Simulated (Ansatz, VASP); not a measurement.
**ZrB3: VASP beside Ansatz**

```
CELL_PARAMETERS angstrom
4.03376 0.00000 0.00000
-2.01688 3.49334 0.00000
0.00000 0.00000 4.65872
ATOMIC_POSITIONS crystal
Zr 0.00000 0.00000 0.00000
B 0.00000 0.00000 0.50000
B 0.33333 0.66667 0.00000
B 0.66667 0.33333 0.00000
```

Alike in both runs: task single point; functional PBE; k mesh 15 × 15 × 10; occupations gaussian, width 0.1 eV; no spin polarisation.

|  | VASP | Ansatz |
| --- | --- | --- |
| version | VASP 6.6.1 | Ansatz 0.2.0 |
| potentials or method | VASP PAW PBE potentials, release 64 (Zr_sv, B), cutoff 500 eV | scalar-relativistic, plane waves, PAW |
| valence electrons in the cell | 21 | 21 |

```tsv
	VASP	Ansatz	Ansatz less VASP
gap on the k mesh at the Fermi level (eV)	none	none	-
pressure (GPa)	0.0	0.0	-0.04
```

A gap of «none» marks a metal or a gap that the smearing closes. The functional is the same, so the differences come from potentials, cutoffs and numerics.
